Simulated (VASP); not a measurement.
Hf2N: single point with LDA

Hf2N:

```
CELL_PARAMETERS angstrom
5.43598 0.00000 0.00000
0.00000 5.25216 0.00000
0.00000 0.00000 3.20058
ATOMIC_POSITIONS crystal
Hf 0.32300 0.26780 0.00000
Hf 0.67700 0.73220 0.00000
Hf 0.82300 0.23220 0.50000
Hf 0.17700 0.76780 0.50000
N 0.00000 0.00000 0.00000
N 0.50000 0.50000 0.50000
```

This cell differs from its parent crystal: mode 4 frozen in at +0.205 Å, normal strain along x +0.0350.

```
Program                : VASP 6.6.1
Task                   : single point
Functional             : LDA
Potentials or basis    : VASP PAW LDA potentials, release 64 (Hf_pv, N)
Cutoff                 : 520 eV
k mesh                 : 8 × 8 × 12
Occupations            : gaussian, width 0.15 eV
Spin                   : no spin polarisation
Dipole correction      : no
Further INCAR settings : ALGO = Normal; EDIFF = 1e-07; NBANDS = 34
```

- Pressure: -8.0 GPa
- Largest force: 0.231 eV/Å
- Band gap on the k mesh: zero (band 25 reaches 6.92 eV, above the bottom of band 26 at 4.81 eV)

Forces in eV/Å, atoms in the order of the input:
```
Hf   0.006  0.231  0.000
Hf  -0.006 -0.231  0.000
Hf   0.006 -0.231  0.000
Hf  -0.006  0.231  0.000
N    0.000  0.000  0.000
N    0.000  0.000  0.000
```

Stress tensor (GPa, compression positive):
```
 -6.84   0.00   0.00
  0.00 -10.97   0.00
  0.00   0.00  -6.21
```

Levels at points of the mesh, in eV from the Fermi level:
```
           k point  band 23  band 24  band 25  band 26  band 27  band 28
(0.00, 0.00, 0.00)     0.00     0.72     0.82     1.23     1.26     1.63
(0.50, 0.00, 0.00)    -0.98    -0.98     0.91     0.91     2.32     2.32
(0.00, 0.50, 0.00)    -0.91    -0.91     1.16     1.16     1.82     1.82
(0.50, 0.50, 0.00)    -1.33    -1.33     0.56     0.56     1.27     1.27
(0.00, 0.00, 0.50)    -1.20    -1.20    -0.91    -0.91     2.41     2.41
(0.50, 0.00, 0.50)    -1.19    -1.19    -0.80    -0.80     2.55     2.55
(0.00, 0.50, 0.50)    -0.85    -0.85    -0.71    -0.71     1.18     1.18
(0.50, 0.50, 0.50)    -0.96    -0.96    -0.14    -0.14     1.57     1.57
```

Run time: 7.9 min on 1 thread of Oxide Virtual Turin-like Processor (shared host), peak memory 0.44 GiB.

Caveat: the cell differs from its parent crystal (mode 4 frozen in at +0.205 Å, normal strain along x +0.0350); spin-orbit coupling is left out, which moves the levels of the heavy elements.
